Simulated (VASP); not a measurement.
# HfSiO4 (Pc) in VASP: single point with PBEsol

Aim: the single point of HfSiO4 with PBEsol.

Program: VASP 6.6.1. These are calculated values, not measurements. Logs are shortened: lines on timing, memory, paths and dates and some standing lists are left out, and cuts for length are marked.

### 1 The cell of the first run

The structure is monoclinic, space group Pc (No. 7). Conventional cell: a = 4.150 Å, b = 4.008 Å, c = 8.321 Å, α = 90.00°, β = 97.53°, γ = 90.00°. Within 2.7 Å of Hf (site symmetry 1) lie 7 O at 2.00 to 2.43 Å. Si (site symmetry 1) has 4 O at 1.59 to 1.66 Å within 2.1 Å. Within 2.2 Å of O (site symmetry 1) lie 1 Si at 1.64 Å and 1 Hf at 2.04 Å. Within 2.2 Å of O (site symmetry 1) lie 1 Si at 1.66 Å and 1 Hf at 2.00 Å. Within 2.2 Å of O (site symmetry 1) lie 1 Si at 1.65 Å and 1 Hf at 2.06 Å. Within 2.1 Å of O (site symmetry 1) lie 1 Si at 1.59 Å and 1 Hf at 2.06 Å.

### 2 Single point, PBEsol

The input, INCAR:

```
SYSTEM = HfSiO4
ALGO = Normal
EDIFF = 1E-6
ENCUT = 520
GGA = PS
ISIF = 2
ISMEAR = -1
LASPH = .True.
LCHARG = .False.
LREAL = .False.
LWAVE = .False.
NBANDS = 50
NELM = 60
PREC = Accurate
SIGMA = 0.05
```

The input, KPOINTS:

```
k-points
0
Gamma
  4 6 4
  0 0 0
```

The input, POSCAR:

```
HfSiO4
1.0
    8.3104734580     -0.0004063685     -0.4269147108
    0.0003595126      4.0074995626      0.0028148674
   -0.3322654594     -0.0028898301      4.1367985236
Hf Si O
2 2 8
Direct
    0.0429097408      0.1049313924      0.0861595885
    0.5429100691     -0.1308641561      0.0861591280
    0.2543911270      0.7463222836      0.5158332737
    0.7543901313      0.2277444644      0.5158335202
    0.1245027400      0.0000634737      0.6555837439
    0.1204630056      0.5565214126      0.2435205448
    0.3291396698     -0.0034505839      0.2557411551
   -0.1133244052      0.3959224514      0.7772541229
    0.6245023459     -0.0259950932      0.6555827464
    0.6204620727      0.4175438660      0.2435184289
    0.8291398630     -0.0224848579      0.2557424552
    0.3866775400      0.5781435812      0.7772523454
```

Potentials or basis: VASP PAW PBE potentials, release 64 (Hf_pv, Si, O).

Started as:

```
cat potpaw_PBE.64/Hf_pv/POTCAR potpaw_PBE.64/Si/POTCAR potpaw_PBE.64/O/POTCAR > POTCAR
mpirun -np 1 vasp_std > vasp.out
```

OUTCAR:

```text
SYSTEM = HfSiO4
   EDIFF = 1E-6
   ENCUT = 520
   GGA = PS
   ISIF = 2
   ISMEAR = -1
   LASPH = .True.
   LREAL = .False.
   NELM = 60
   PREC = Accurate

 ion  position               nearest neighbor table
   1  0.043  0.105  0.086-   6 2.00   5 2.04  11 2.06   8 2.06   6 2.36   5 2.41   7 2.43   3 2.74
                             4 3.18   4 3.21   3 3.44   3 3.47
   2  0.543  0.869  0.086-  10 2.00   9 2.04   7 2.06  12 2.06  10 2.36   9 2.41  11 2.43   4 2.74
                             3 3.18   3 3.21   4 3.44   4 3.47
   3  0.254  0.746  0.516-  12 1.59   5 1.64   7 1.65   6 1.66   1 2.74   2 3.18   2 3.21   1 3.44
                             1 3.47
   4  0.754  0.228  0.516-   8 1.59   9 1.64  11 1.65  10 1.66   2 2.74   1 3.18   1 3.21   2 3.44
                             2 3.47
   5  0.125  0.000  0.656-   3 1.64   1 2.04   1 2.41
   6  0.120  0.557  0.244-   3 1.66   1 2.00   1 2.36
   7  0.329  0.997  0.256-   3 1.65   2 2.06   1 2.43
   8  0.887  0.396  0.777-   4 1.59   1 2.06
   9  0.625  0.974  0.656-   4 1.64   2 2.04   2 2.41
  10  0.620  0.418  0.244-   4 1.66   2 2.00   2 2.36
  11  0.829  0.978  0.256-   4 1.65   1 2.06   2 2.43
  12  0.387  0.578  0.777-   3 1.59   2 2.06

  LATTYP: Found a simple monoclinic cell.
 ALAT       =     4.1501217707
 B/A-ratio  =     0.9656344533
 C/A-ratio  =     2.0051054291
 COS(beta)  =    -0.1310944889

  Lattice vectors:

 A1 = (  -0.3322654594,  -0.0028898301,   4.1367985236)
 A2 = (  -0.0003595126,  -4.0074995626,  -0.0028148674)
 A3 = (   8.3104734580,  -0.0004063685,  -0.4269147108)

Analysis of symmetry for initial positions (statically):
=====================================================================
 Subroutine PRICEL returns:
 Original cell was already a primitive cell.

 Routine SETGRP: Setting up the symmetry group for a
 simple monoclinic supercell.

 Subroutine GETGRP returns: Found  2 space group operations
 (whereof  1 operations were pure point group operations)
 out of a pool of  4 trial point group operations.

The static configuration has the point symmetry C_1 .
 The point group associated with its full space group is C_1h.

Analysis of symmetry for dynamics (positions and initial velocities):
=====================================================================
 Subroutine PRICEL returns:
 Original cell was already a primitive cell.

 Routine SETGRP: Setting up the symmetry group for a
 simple monoclinic supercell.

 Subroutine GETGRP returns: Found  2 space group operations
 (whereof  1 operations were pure point group operations)
 out of a pool of  4 trial point group operations.

The dynamic configuration has the point symmetry C_1 .
 The point group associated with its full space group is C_1h.

 Subroutine INISYM returns: Found  2 space group operations
 (whereof  1 operations are pure point group operations),
 and found     1 'primitive' translations

----------------------------------------------------------------------------------------

                                     Primitive cell

  volume of cell :     137.2045

  direct lattice vectors                    reciprocal lattice vectors
     8.310473458 -0.000406369 -0.426914711     0.120828633 -0.000017656  0.009704879
     0.000359513  4.007499563  0.002814867     0.000021244  0.249532029  0.000176021
    -0.332265459 -0.002889830  4.136798524     0.012469416 -0.000171615  0.242734244

  length of vectors
     8.321431694  4.007500567  4.150121771     0.121217753  0.249532092  0.243054374

  position of ions in fractional coordinates (direct lattice)
     0.042909741  0.104931392  0.086159589
     0.542910069  0.869135844  0.086159128
     0.254391127  0.746322284  0.515833274
     0.754390131  0.227744464  0.515833520
     0.124502740  0.000063474  0.655583744
     0.120463006  0.556521413  0.243520545
     0.329139670  0.996549416  0.255741155
     0.886675595  0.395922451  0.777254123
     0.624502346  0.974004907  0.655582746
     0.620462073  0.417543866  0.243518429
     0.829139863  0.977515142  0.255742455
     0.386677540  0.578143581  0.777252345

  ion indices of the primitive-cell ions
   primitive index   ion index
                 1           1
                 2           2
                 3           3
                 4           4
                 5           5
                 6           6
                 7           7
                 8           8
                 9           9
                10          10
                11          11
                12          12

----------------------------------------------------------------------------------------

 KPOINTS: k-points

Automatic generation of k-mesh.
 Grid dimensions read from file:
 generate k-points for:    4    6    4

 Generating k-lattice:

  Cartesian coordinates                     Fractional coordinates (reciprocal lattice)
     0.030207158 -0.000004414  0.002426220     0.250000000  0.000000000  0.000000000
     0.000003541  0.041588671  0.000029337     0.000000000  0.166666667  0.000000000
     0.003117354 -0.000042904  0.060683561     0.000000000  0.000000000  0.250000000

  Length of vectors
     0.030304438  0.041588682  0.060763594

  Shift w.r.t. Gamma in fractional coordinates (k-lattice)
     0.000000000  0.000000000  0.000000000

 Subroutine IBZKPT returns following result:
 ===========================================

 Found     40 irreducible k-points:

 Following reciprocal coordinates:
            Coordinates               Weight
  0.000000  0.000000  0.000000      1.000000
  0.250000 -0.000000 -0.000000      2.000000
  0.500000 -0.000000 -0.000000      1.000000
  0.000000  0.166667  0.000000      2.000000
  0.250000  0.166667 -0.000000      4.000000
  0.500000  0.166667 -0.000000      2.000000
[... 16 lines left out ...]
  0.500000  0.333333  0.250000      4.000000
 -0.250000  0.333333  0.250000      4.000000
 [... further k-points ...]
   k-points           NKPTS =     40   k-points in BZ     NKDIM =     40   number of bands    NBANDS=     50
   number of dos      NEDOS =    301   number of ions     NIONS =     12
   total plane-waves  NPLWV =  61440
   dimension x,y,z NGX =    64 NGY =   30 NGZ =   32
   dimension x,y,z NGXF=   128 NGYF=   60 NGZF=   64
   ions per type =               2   2   8
   NGX,Y,Z   is equivalent  to a cutoff of  12.79, 12.45, 12.82 a.u.
   NGXF,Y,Z  is equivalent  to a cutoff of  25.57, 24.89, 25.64 a.u.
 SYSTEM =  HfSiO4
   PREC   = accura    normal or accurate (medium, high low for compatibility)
   ISTART =      0    job   : 0-new  1-cont  2-samecut
   ICHARG =      2    charge: 1-file 2-atom 10-const
   ISPIN  =      1    spin polarized calculation?
   LNONCOLLINEAR =      F non collinear calculations
   LSORBIT =      F    spin-orbit coupling
   LASPH  =      T    aspherical Exc in radial PAW
   ENCUT  =  520.0 eV  38.22 Ry    6.18 a.u.  15.47  7.45  7.72*2*pi/ulx,y,z
   NELM   =     60;   NELMIN=  2; NELMDL= -5     # of ELM steps
   EDIFF  = 0.1E-05   stopping-criterion for ELM
   LREAL  =      F    real-space projection
   EDIFFG = 0.1E-04   stopping-criterion for IOM
   NSW    =      0    number of steps for IOM
   IBRION =     -1    ionic relax: 0-MD 1-quasi-New 2-CG
   NFREE  =      0    steps in history (QN), initial steepest desc. (CG)
   ISIF   =      2    stress and relaxation
   ISYM   =      2    0-nonsym 1-usesym 2-fastsym
   POTIM  = 0.5000    time-step for ionic-motion
   TEBEG  =    0.0;   TEEND  =   0.0 temperature during run
   PSTRESS=    0.0 pullay stress
   NELECT =      76.0000    total number of electrons
   NUPDOWN=      -1.0000    fix difference up-down
   EMIN   =  10.00;   EMAX   =-10.00  energy-range for DOS
   EFERMI =   0.00;   METHOD = LEGACY
   ISMEAR =    -1;   SIGMA  =   0.05  broadening in eV -4-tet -1-fermi 0-gaus
   EFERMI_NEDOS =   21; number of points for ismear=-14 and -15
   IALGO  =     38    algorithm
   IMIX   =      4    mixing-type and parameters
     AMIX     =   0.40;   BMIX     =  1.00
     AMIX_MAG =   1.60;   BMIX_MAG =  1.00
  volume/ion in A,a.u.               =      11.43        77.16
  Fermi-wavevector in a.u.,A,eV,Ry     =   1.344487  2.540712 24.594510  1.807645
  Thomas-Fermi vector in A             =   2.472477
   LORBIT       =      0    0 simple, 1 ext, 2 COOP (PROOUT), +10 PAW based schemes
   GGA     = PS    functional components
   LHFCALC =     F    Hartree Fock is set to
   AEXX    =    0.0000 exact exchange contribution
   IVDW    =     0    specifies the selected vdW correction
   LEPSILON=     F    determine dielectric tensor
   LRPA    =     F    only Hartree local field effects (RPA)
 non-spin polarized calculation
  energy-cutoff  :      520.00
  volume of cell :      137.20
 maximum number of plane-waves:      3711
 NGX is ok and might be reduce to    64
   NGX = 31   NGY = 15   NGZ = 15

 number of electron      75.9999990 magnetization

 Free energy of the ion-electron system (eV)
  ---------------------------------------------------
  ext. energy  EPLUGINS =         0.00000000
  ---------------------------------------------------
  free energy    TOTEN  =      -110.35387839 eV

  energy without entropy =     -110.35387839  energy(sigma->0) =     -110.35387839

 E-fermi :   3.8521     XC(G=0): -10.9837

 val. band max:        2.7819312858   @ k =   0.0000   0.5000   0.5000
 cond. band min:       7.4464650774   @ k =   0.0000   0.0000   0.0000
 fundamental gap:      4.6645337916
 Fermi energy:         3.8520890790

 k-point     1 :       0.0000    0.0000    0.0000
  band No.  band energies     occupation
      1     -26.8330      2.00000
      2     -26.8023      2.00000
      3     -26.7801      2.00000
      4     -26.7738      2.00000
      5     -26.7126      2.00000
      6     -26.6917      2.00000
[... 42 lines left out ...]
     49      11.1556      0.00000
     50      11.3588      0.00000
[... 1217 lines left out ...]
     49      10.9267      0.00000
     50      11.8974      0.00000

 [... further k-points ...]

------------------------ aborting loop because EDIFF is reached ----------------------------------------

  FORCE on cell =-STRESS in cart. coord.  units (eV):
  Direction    XX          YY          ZZ          XY          YZ          ZX
  --------------------------------------------------------------------------------------
  -------------------------------------------------------------------------------------
  Total       -0.6739027     -0.8344681     -0.7415900     -0.0000918     -0.0000720      0.1053944
  in kB       -7.8693626     -9.7443331     -8.6597680     -0.0010724     -0.0008406      1.2307224
  external PRESSURE =      -8.7578212 kB  Pullay stress =       0.0000000 kB

 VOLUME and BASIS-vectors are now :
 -----------------------------------------------------------------------------
  energy-cutoff  :      520.00
  volume of cell :      137.20
      direct lattice vectors                 reciprocal lattice vectors
     8.310473458 -0.000406369 -0.426914711     0.120828633 -0.000017656  0.009704879
     0.000359513  4.007499563  0.002814867     0.000021244  0.249532029  0.000176021
    -0.332265459 -0.002889830  4.136798524     0.012469416 -0.000171615  0.242734244

 POSITION                                       TOTAL-FORCE (eV/Angst)
 -----------------------------------------------------------------------------------
      0.32801      0.42025      0.33840        -0.028178      0.058440     -0.038083
      4.48352      3.48259      0.12709        -0.028188     -0.058381     -0.038165
      1.94299      2.98929      2.02740        -0.015945     -0.031067     -0.007506
      6.09803      0.91089      1.81248        -0.015940      0.031080     -0.007462
      0.81685     -0.00169      2.65887        -0.132522      0.098645      0.113915
      0.92039      2.22951      0.95753        -0.097682     -0.105873     -0.103020
      2.65069      3.99280      0.92024         0.111590      0.031935     -0.132038
      7.11058      1.58405      2.83792         0.162740     -0.019192      0.166756
      4.97243      3.90118      2.44815        -0.132540     -0.098783      0.113776
      5.07557      1.67235      0.74368        -0.097663      0.106035     -0.102871
      6.80592      3.91632      0.70673         0.111584     -0.031767     -0.132083
      2.95543      2.31451      3.05189         0.162743      0.018929      0.166782
 -----------------------------------------------------------------------------------
    total drift:                               -0.001407      0.022081      0.001002

  FREE ENERGIE OF THE ION-ELECTRON SYSTEM (eV)
  ---------------------------------------------------
  free  energy   TOTEN  =      -110.3538783851 eV

  energy  without entropy=     -110.3538783850  energy(sigma->0) =     -110.35387839
```

Run time: 3.5 min. Hardware: 1 thread of Intel Xeon Platinum 8259CL at 2.50GHz (Skylake/Cascade Lake), shared host; peak memory 0.37 GiB.

What came out:

| Item | Value |
| --- | --- |
| Free energy | -110.3539 eV |
| Pressure | -0.9 GPa |
| Largest force | 0.234 eV/Å |
| Band gap on the k mesh | 4.66 eV, indirect (least direct gap 5.03 eV) |

Forces in eV/Å, atoms in the order of the input:
```
Hf  -0.028  0.058 -0.038
Hf  -0.028 -0.058 -0.038
Si  -0.016 -0.031 -0.008
Si  -0.016  0.031 -0.007
O   -0.133  0.099  0.114
O   -0.098 -0.106 -0.103
O    0.112  0.032 -0.132
O    0.163 -0.019  0.167
O   -0.133 -0.099  0.114
O   -0.098  0.106 -0.103
O    0.112 -0.032 -0.132
O    0.163  0.019  0.167
```

Levels at points of the mesh, in eV from the valence-band top:
```tsv
k point	band 36	band 37	band 38	band 39	band 40	band 41
(0.00, 0.00, 0.00)	-0.87	-0.49	-0.38	4.66	4.90	5.16
(0.50, 0.00, 0.00)	-1.01	-0.45	-0.45	4.93	4.93	5.42
(0.00, 0.50, 0.00)	-0.66	-0.63	-0.50	4.81	5.11	5.57
(0.50, 0.50, 0.00)	-0.77	-0.73	-0.73	4.90	4.90	5.81
(0.00, 0.00, 0.50)	-0.70	-0.63	-0.19	4.98	5.05	5.68
(0.50, 0.00, 0.50)	-0.75	-0.50	-0.50	5.00	5.00	5.89
(0.00, 0.50, 0.50)	-0.68	-0.04	0.00	5.03	5.03	5.57
(0.50, 0.50, 0.50)	-0.81	-0.04	-0.04	5.01	5.01	5.77
```

Caveat: the PAW data sets were made with another functional, which shifts forces and pressure a little; spin-orbit coupling is left out, which moves the levels of the heavy elements.
